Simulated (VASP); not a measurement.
# MoS2 (P1) in VASP: a series of runs

MoS2 is run at these levels: r2SCAN; tasks: single point.

Program: VASP 6.6.1. These are calculated values, not measurements. Logs are shortened: lines on timing, memory, paths and dates and some standing lists are left out, and cuts for length are marked.

### Step 1. The cell of the first run

The typed cell holds 3 atoms: a = 6.498 Å, b = 6.498 Å, c = 6.498 Å, α = 28.46°, β = 28.46°, γ = 28.46°.

### Step 2. Single point, r2SCAN

File POSCAR:

```
MoS2
1.0
    1.5971070000      0.9220900000      6.2310660000
   -1.5971070000      0.9220900000      6.2310660000
    0.0000000000     -1.8441800000      6.2310660000
Mo S
1 2
Direct
   -0.0013045766      0.0023401385      0.0015084651
    0.4263293298      0.4161020876      0.4007345192
    0.2327538205      0.2530217174      0.2604874610
```

File INCAR.step1:

```
SYSTEM = MoS2
PREC = Accurate
ENCUT = 520
ISMEAR = -1
SIGMA = 0.026
LREAL = .FALSE.
LASPH = .TRUE.
NELM = 100
NBANDS = 20
GGA = PE
ALGO = Normal
EDIFF = 1E-4
LWAVE = .TRUE.
LCHARG = .FALSE.
```

File INCAR.step2:

```
SYSTEM = MoS2
PREC = Accurate
ENCUT = 520
EDIFF = 1E-7
ISMEAR = -1
SIGMA = 0.026
LREAL = .FALSE.
LASPH = .TRUE.
NELM = 100
ALGO = Normal
ISIF = 2
LWAVE = .FALSE.
LCHARG = .FALSE.
METAGGA = R2SCAN
LMIXTAU = .TRUE.
NBANDS = 20
ISTART = 1
```

File KPOINTS:

```
regular mesh
0
G
  6 6 6
  0 0 0
```

Potentials or basis: VASP PAW PBE potentials, release 64 (Mo_sv, S).

On the command line:

```console
cat potpaw_PBE.64/Mo_sv/POTCAR potpaw_PBE.64/S/POTCAR > POTCAR
cp INCAR.step1 INCAR
mpirun -np 1 vasp_std > vasp.out
cp INCAR.step2 INCAR
mpirun -np 1 vasp_std > vasp.out
```

OUTCAR:

```text
SYSTEM = MoS2
   PREC = Accurate
   ENCUT = 520
   EDIFF = 1E-7
   ISMEAR = -1
   LREAL = .FALSE.
   LASPH = .TRUE.
   NELM = 100
   ISIF = 2
   METAGGA = R2SCAN
   ISTART = 1

 ion  position               nearest neighbor table
   1  0.999  0.002  0.002-   2 2.35   2 2.38   2 2.41   3 2.42   3 2.43   3 2.47
   2  0.426  0.416  0.401-   1 2.35   1 2.38   1 2.41
   3  0.233  0.253  0.260-   1 2.42   1 2.43   1 2.47

  LATTYP: Found a trigonal (rhomboedric) cell.
 ALAT       =     6.4982447041
 COS(alpha) =     0.8791891614

  Lattice vectors:

 A1 = (   1.5971070000,   0.9220900000,   6.2310660000)
 A2 = (  -1.5971070000,   0.9220900000,   6.2310660000)
 A3 = (   0.0000000000,  -1.8441800000,   6.2310660000)

Analysis of symmetry for initial positions (statically):
=====================================================================
 Subroutine PRICEL returns:
 Original cell was already a primitive cell.

 Routine SETGRP: Setting up the symmetry group for a
 trigonal (rhombohedral) supercell.

 Subroutine GETGRP returns: Found  1 space group operations
 (whereof  1 operations were pure point group operations)
 out of a pool of 12 trial point group operations.

The static configuration has the point symmetry C_1 .

Analysis of symmetry for dynamics (positions and initial velocities):
=====================================================================
 Subroutine PRICEL returns:
 Original cell was already a primitive cell.

 Routine SETGRP: Setting up the symmetry group for a
 trigonal (rhombohedral) supercell.

 Subroutine GETGRP returns: Found  1 space group operations
 (whereof  1 operations were pure point group operations)
 out of a pool of 12 trial point group operations.

The dynamic configuration has the point symmetry C_1 .

 Subroutine INISYM returns: Found  1 space group operations
 (whereof  1 operations are pure point group operations),
 and found     1 'primitive' translations

----------------------------------------------------------------------------------------

                                     Primitive cell

  volume of cell :      55.0581

  direct lattice vectors                    reciprocal lattice vectors
     1.597107000  0.922090000  6.231066000     0.313066063  0.180748806  0.053495394
    -1.597107000  0.922090000  6.231066000    -0.313066063  0.180748806  0.053495394
     0.000000000 -1.844180000  6.231066000     0.000000000 -0.361497612  0.053495394

  length of vectors
     6.498244704  6.498244704  6.498244637     0.365434327  0.365434327  0.365434373

  position of ions in fractional coordinates (direct lattice)
     0.998695423  0.002340139  0.001508465
     0.426329330  0.416102088  0.400734519
     0.232753821  0.253021717  0.260487461

  ion indices of the primitive-cell ions
   primitive index   ion index
                 1           1
                 2           2
                 3           3

----------------------------------------------------------------------------------------

 KPOINTS: regular mesh

Automatic generation of k-mesh.
 Grid dimensions read from file:
 generate k-points for:    6    6    6

 Generating k-lattice:

  Cartesian coordinates                     Fractional coordinates (reciprocal lattice)
     0.052177677  0.030124801  0.008915899     0.166666667 -0.000000000  0.000000000
    -0.052177677  0.030124801  0.008915899    -0.000000000  0.166666667  0.000000000
     0.000000000 -0.060249602  0.008915899     0.000000000  0.000000000  0.166666667

  Length of vectors
     0.060905721  0.060905721  0.060905729

  Shift w.r.t. Gamma in fractional coordinates (k-lattice)
     0.000000000  0.000000000  0.000000000

 Subroutine IBZKPT returns following result:
 ===========================================

 Found    112 irreducible k-points:

 Following reciprocal coordinates:
            Coordinates               Weight
  0.000000  0.000000  0.000000      1.000000
  0.166667  0.000000 -0.000000      2.000000
  0.000000  0.166667 -0.000000      2.000000
  0.000000  0.000000  0.166667      2.000000
  0.333333  0.000000  0.000000      2.000000
  0.000000  0.333333  0.000000      2.000000
[... 16 lines left out ...]
 -0.166667  0.500000  0.000000      2.000000
  0.166667  0.000000  0.500000      2.000000
 [... further k-points ...]
   k-points           NKPTS =    112   k-points in BZ     NKDIM =    112   number of bands    NBANDS=     20
   number of dos      NEDOS =    301   number of ions     NIONS =      3
   total plane-waves  NPLWV = 110592
   dimension x,y,z NGX =    48 NGY =   48 NGZ =   48
   dimension x,y,z NGXF=    96 NGYF=   96 NGZF=   96
   ions per type =               1   2
   NGX,Y,Z   is equivalent  to a cutoff of  12.28, 12.28, 12.28 a.u.
   NGXF,Y,Z  is equivalent  to a cutoff of  24.56, 24.56, 24.56 a.u.
 SYSTEM =  MoS2
   PREC   = accura    normal or accurate (medium, high low for compatibility)
   ISTART =      1    job   : 0-new  1-cont  2-samecut
   ICHARG =      0    charge: 1-file 2-atom 10-const
   ISPIN  =      1    spin polarized calculation?
   LNONCOLLINEAR =      F non collinear calculations
   LSORBIT =      F    spin-orbit coupling
   LASPH  =      T    aspherical Exc in radial PAW
   ENCUT  =  520.0 eV  38.22 Ry    6.18 a.u.  12.08 12.08 12.08*2*pi/ulx,y,z
   NELM   =    100;   NELMIN=  2; NELMDL=  0     # of ELM steps
   EDIFF  = 0.1E-06   stopping-criterion for ELM
   LREAL  =      F    real-space projection
   EDIFFG = 0.1E-05   stopping-criterion for IOM
   NSW    =      0    number of steps for IOM
   IBRION =     -1    ionic relax: 0-MD 1-quasi-New 2-CG
   NFREE  =      0    steps in history (QN), initial steepest desc. (CG)
   ISIF   =      2    stress and relaxation
   ISYM   =      2    0-nonsym 1-usesym 2-fastsym
   POTIM  = 0.5000    time-step for ionic-motion
   TEBEG  =    0.0;   TEEND  =   0.0 temperature during run
   PSTRESS=    0.0 pullay stress
   NELECT =      26.0000    total number of electrons
   NUPDOWN=      -1.0000    fix difference up-down
   EMIN   =  10.00;   EMAX   =-10.00  energy-range for DOS
   EFERMI =   0.00;   METHOD = LEGACY
   ISMEAR =    -1;   SIGMA  =   0.03  broadening in eV -4-tet -1-fermi 0-gaus
   EFERMI_NEDOS =   21; number of points for ismear=-14 and -15
   IALGO  =     38    algorithm
   IMIX   =      4    mixing-type and parameters
     AMIX     =   0.40;   BMIX     =  1.00
     AMIX_MAG =   1.60;   BMIX_MAG =  1.00
  volume/ion in A,a.u.               =      18.35       123.85
  Fermi-wavevector in a.u.,A,eV,Ry     =   1.274850  2.409117 22.112755  1.625242
  Thomas-Fermi vector in A             =   2.407595
   LORBIT       =      0    0 simple, 1 ext, 2 COOP (PROOUT), +10 PAW based schemes
   METAGGA = R2SCAN    functional components
   LHFCALC =     F    Hartree Fock is set to
   AEXX    =    0.0000 exact exchange contribution
   IVDW    =     0    specifies the selected vdW correction
   LEPSILON=     F    determine dielectric tensor
   LRPA    =     F    only Hartree local field effects (RPA)
 non-spin polarized calculation
  energy-cutoff  :      520.00
  volume of cell :       55.06
 maximum number of plane-waves:      1502
   NGX = 25   NGY = 25   NGZ = 25

 number of electron      25.9999999 magnetization

 Free energy of the ion-electron system (eV)
  ---------------------------------------------------
  ext. energy  EPLUGINS =         0.00000000
  ---------------------------------------------------
  free energy    TOTEN  =       -44.97759258 eV

  energy without entropy =      -44.97759258  energy(sigma->0) =      -44.97759258

 E-fermi :   7.5415     XC(G=0): -11.3137

 val. band max:        7.1168448593   @ k =   0.5000   0.5000   0.5000
 cond. band min:       8.0288465644   @ k =   0.1667  -0.1667   0.5000
 fundamental gap:      0.9120017051
 Fermi energy:         7.5414943666

 k-point     1 :       0.0000    0.0000    0.0000
  band No.  band energies     occupation
      1     -56.4654      2.00000
      2     -29.8768      2.00000
      3     -29.6788      2.00000
      4     -29.6737      2.00000
      5      -8.5422      2.00000
      6      -6.8341      2.00000
[... 12 lines left out ...]
     19      15.8386      0.00000
     20      15.9433      0.00000

 k-point     2 :       0.1667    0.0000   -0.0000
  band No.  band energies     occupation
      1     -56.4555      2.00000
      2     -29.8572      2.00000
      3     -29.7771      2.00000
      4     -29.6966      2.00000
      5      -8.1302      2.00000
      6      -6.7080      2.00000
[... 12 lines left out ...]
     19      16.1391      0.00000
     20      16.7627      0.00000

 k-point     3 :       0.0000    0.1667   -0.0000
  band No.  band energies     occupation
      1     -56.4555      2.00000
      2     -29.8570      2.00000
      3     -29.7755      2.00000
      4     -29.6984      2.00000
      5      -8.1297      2.00000
      6      -6.7085      2.00000
[... 12 lines left out ...]
     19      16.1211      0.00000
     20      16.7808      0.00000

 k-point     4 :       0.0000    0.0000    0.1667
  band No.  band energies     occupation
      1     -56.4555      2.00000
      2     -29.8572      2.00000
      3     -29.7725      2.00000
      4     -29.7009      2.00000
      5      -8.1310      2.00000
      6      -6.7060      2.00000
[... 12 lines left out ...]
     19      16.0798      0.00000
     20      16.7944      0.00000

 k-point     5 :       0.3333    0.0000    0.0000
  band No.  band energies     occupation
      1     -56.4356      2.00000
      2     -29.9716      2.00000
      3     -29.8163      2.00000
      4     -29.7413      2.00000
      5      -7.1752      2.00000
      6      -6.4179      2.00000
[... 12 lines left out ...]
     19      14.9388      0.00000
     20      15.2993      0.00000
[... 353 lines left out ...]
      6      -6.2358      2.00000
[... 12 lines left out ...]
     19      15.6780      0.00000
     20      16.1927      0.00000

 k-point    22 :       0.0000    0.5000    0.1667
  band No.  band energies     occupation
      1     -56.4256      2.00000
      2     -30.0169      2.00000
      3     -29.8160      2.00000
      4     -29.7950      2.00000
      5      -6.6055      2.00000
      6      -6.2342      2.00000
[... 12 lines left out ...]
     19      15.6615      0.00000
     20      16.0980      0.00000

 k-point    23 :      -0.1667    0.5000    0.0000
  band No.  band energies     occupation
      1     -56.4257      2.00000
      2     -30.0146      2.00000
      3     -29.8181      2.00000
      4     -29.7949      2.00000
      5      -6.6043      2.00000
      6      -6.2342      2.00000
[... 12 lines left out ...]
     19      15.6099      0.00000
     20      16.2322      0.00000

 k-point    24 :       0.1667    0.0000    0.5000
  band No.  band energies     occupation
      1     -56.4257      2.00000
      2     -30.0121      2.00000
      3     -29.8193      2.00000
      4     -29.7957      2.00000
      5      -6.6072      2.00000
      6      -6.2281      2.00000
[... 12 lines left out ...]
     19      15.6149      0.00000
     20      16.1844      0.00000

 [... further k-points ...]
[... 5 lines left out ...]
  --------------------------------------------------------------------------------------
  -------------------------------------------------------------------------------------
  Total        0.0626696     -0.1731285      0.4291360      0.0498043     -0.9945834     -0.6899139
  in kB        1.8236703     -5.0380004     12.4877623      1.4492928    -28.9421558    -20.0763412
  external PRESSURE =       3.0911441 kB  Pullay stress =       0.0000000 kB

 VOLUME and BASIS-vectors are now :
 -----------------------------------------------------------------------------
  energy-cutoff  :      520.00
  volume of cell :       55.06
      direct lattice vectors                 reciprocal lattice vectors
     1.597107000  0.922090000  6.231066000     0.313066063  0.180748806  0.053495394
    -1.597107000  0.922090000  6.231066000    -0.313066063  0.180748806  0.053495394
     0.000000000 -1.844180000  6.231066000     0.000000000 -0.361497612  0.053495394

 POSITION                                       TOTAL-FORCE (eV/Angst)
 -----------------------------------------------------------------------------------
      1.59129      0.92026      6.24692         0.032304      0.154923     -1.514317
      0.01633      0.03777      7.74625        -0.251134     -0.415362      0.797554
     -0.03237     -0.03246      4.65001         0.218830      0.260439      0.716763
 -----------------------------------------------------------------------------------
    total drift:                                0.000003     -0.000010      0.000147

  FREE ENERGIE OF THE ION-ELECTRON SYSTEM (eV)
  ---------------------------------------------------
  free  energy   TOTEN  =       -44.9775925835 eV

  energy  without entropy=      -44.9775925828  energy(sigma->0) =      -44.97759258
```

Wall time 30 min (1 thread of Intel Xeon 8259CL, shared host); peak memory 0.42 GiB.

Results:

```yaml
Free_energy: -44.9776 eV
Pressure: 0.3 GPa
Largest_force: 1.523 eV/Å
Band_gap_on_the_k_mesh: 0.91 eV (least direct gap 1.72 eV)
```

Forces in eV/Å, atoms in the order of the input:
```
Mo   0.032  0.155 -1.514
S   -0.251 -0.415  0.798
S    0.219  0.260  0.717
```

Stress tensor (GPa, compression positive):
```
 0.18  0.14 -2.01
 0.14 -0.50 -2.89
-2.01 -2.89  1.25
```

Caveat: the atoms stand as in a frame of molecular dynamics; the PAW data sets were made with another functional, which shifts forces and pressure a little.

### Step 3. Single point, r2SCAN

This run uses another cell than the first one, of 18.58 Å³/atom.

File POSCAR:

```
MoS2
1.0
    1.6037350000      0.9259170000      6.2569270000
   -1.6037350000      0.9259170000      6.2569270000
    0.0000000000     -1.8518340000      6.2569270000
Mo S
1 2
Direct
   -0.0018331843      0.0030928166      0.0013609832
    0.4312845889      0.4144127242      0.3966540840
    0.2259138186      0.2545968616      0.2655875243
```

File INCAR.step1:

```
PREC = Accurate ; ENCUT = 520
ISMEAR = -1 ; SIGMA = 0.026
LREAL = F ; LASPH = T
NELM = 80 ; NBANDS = 20
GGA = PE ; ALGO = Normal
EDIFF = 1E-4 ; LWAVE = T
LCHARG = F
```

File INCAR.step2:

```
PREC = Accurate ; ENCUT = 520
EDIFF = 1E-6 ; ISMEAR = -1
SIGMA = 0.026 ; LREAL = F
LASPH = T ; NELM = 80
ALGO = Normal ; ISIF = 2
LWAVE = F ; LCHARG = F
METAGGA = R2SCAN ; LMIXTAU = T
NBANDS = 20 ; ISTART = 1
```

File KPOINTS:

```
regular mesh
0
Gamma
  6 6 6
```

Potentials or basis: VASP PAW PBE potentials, release 64 (Mo_sv, S).

On the command line:

```console
cat potpaw_PBE.64/Mo_sv/POTCAR potpaw_PBE.64/S/POTCAR > POTCAR
cp INCAR.step1 INCAR
mpirun -np 1 vasp_std > vasp.out
cp INCAR.step2 INCAR
mpirun -np 1 vasp_std > vasp.out
```

Wall time 39 min (1 thread of Intel Xeon 8259CL, shared host); peak memory 0.45 GiB.

Results (log left out):

| Quantity | Value |
| --- | --- |
| Free energy | -44.9541 eV |
| Pressure | -1.2 GPa |
| Largest force | 1.595 eV/Å |
| Band gap on the k mesh | 0.89 eV (least direct gap 1.68 eV) |

Forces on the atoms (eV/Å):
```
Mo   0.100  0.133 -1.586
S   -0.394 -0.509  0.699
S    0.294  0.376  0.887
```

Stress tensor (GPa, compression positive):
```
-1.30  0.26 -2.91
 0.26 -2.11 -3.77
-2.91 -3.77 -0.14
```

Levels at points of the mesh, in eV from the valence-band top:
| k point | band 9 | band 10 | band 11 | band 12 | band 13 | band 14 | band 15 | band 16 | band 17 | band 18 |
| --- | --- | --- | --- | --- | --- | --- | --- | --- | --- | --- |
| (0.00, 0.00, 0.00) | -3.61 | -2.43 | -2.42 | -1.53 | -0.90 | 1.92 | 2.06 | 2.42 | 2.58 | 5.82 |
| (0.50, 0.00, 0.00) | -5.11 | -4.16 | -2.55 | -1.84 | -1.45 | 1.54 | 1.96 | 3.47 | 3.55 | 5.86 |
| (0.00, 0.50, 0.00) | -5.15 | -4.16 | -2.49 | -1.82 | -1.43 | 1.54 | 1.96 | 3.54 | 3.61 | 5.63 |
| (0.00, 0.00, 0.50) | -5.17 | -4.20 | -2.46 | -1.82 | -1.38 | 1.55 | 1.97 | 3.56 | 3.68 | 5.48 |
| (0.50, 0.50, 0.00) | -4.83 | -4.14 | -3.03 | -1.98 | -1.28 | 1.51 | 2.12 | 3.09 | 3.92 | 6.41 |
| (0.50, 0.00, 0.50) | -4.84 | -4.10 | -2.98 | -1.98 | -1.33 | 1.50 | 2.10 | 3.13 | 3.88 | 6.33 |
| (0.00, 0.50, 0.50) | -4.83 | -4.09 | -2.88 | -2.00 | -1.37 | 1.50 | 2.10 | 3.16 | 3.90 | 6.16 |
| (0.50, 0.50, 0.50) | -3.63 | -3.39 | -2.40 | -2.37 | 0.00 | 1.92 | 2.09 | 2.36 | 2.55 | 5.96 |

Caveat: the atoms stand as in a frame of molecular dynamics; the PAW data sets were made with another functional, which shifts forces and pressure a little. A k mesh can miss the band edges.
